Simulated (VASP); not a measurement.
Wanted: the native input for a VASP 6.6.1 run.

```
Task                   : single point
Functional             : LDA
Potentials or basis    : VASP PAW LDA potentials, release 64 (C)
Cutoff                 : 520 eV
k mesh                 : 18 × 18 × 1
Occupations            : gaussian, width 0.15 eV
Spin                   : no spin polarisation
Dipole correction      : no
Further INCAR settings : ALGO = Normal; EDIFF = 1e-06; NBANDS = 26
```

The structure of C lies in POSCAR:

```
C
1.0
    2.4450638166      0.0000000000      0.0000000000
   -1.2225319083      2.1174873790      0.0000000000
    0.0000000000      0.0000000000     48.1016987918
C
8
Direct
    0.0000000000      0.0000000000      0.2844177836
    0.0000000000      0.0000000000      0.7844177836
    0.0000000000      0.0000000000      0.2155822164
    0.0000000000      0.0000000000      0.7155822164
    0.3333333333      0.6666666667      0.2155692605
    0.3333333333      0.6666666667      0.7155692605
    0.6666666667      0.3333333333      0.2844307395
    0.6666666667      0.3333333333      0.7844307395
```

The input as run:

INCAR

```
PREC     = Accurate       # precision mode
ENCUT    = 520            # plane-wave cutoff, eV
EDIFF    = 1E-6           # SCF threshold, eV
ISMEAR   = 0              # smearing method
SIGMA    = 0.15           # smearing width, eV
LREAL    = False          # projectors in reciprocal space
LASPH    = True           # aspherical terms in the spheres
NELM     = 100            # most SCF steps
ALGO     = Normal         # electronic algorithm
ISIF     = 2              # what is computed and relaxed
LWAVE    = False          # write WAVECAR
LCHARG   = False          # write CHGCAR
NBANDS   = 26             # bands
```

KPOINTS

```
regular mesh
0
Gamma
  18 18 1
```

Potentials or basis: VASP PAW LDA potentials, release 64 (C).

The run is started by

```console
$ cat potpaw_LDA.64/C/POTCAR > POTCAR
$ mpirun -np 1 vasp_std > vasp.out
```

Results of the run:

| Property | Result |
| --- | --- |
| Band gap on the k mesh | zero (filled and empty bands touch) |

Wall time 5.3 min on 1 thread of Intel(R) Xeon(R) Platinum 8259CL CPU @ 2.50GHz (Skylake/Cascade Lake), on a shared host, peak memory 0.35 GiB.
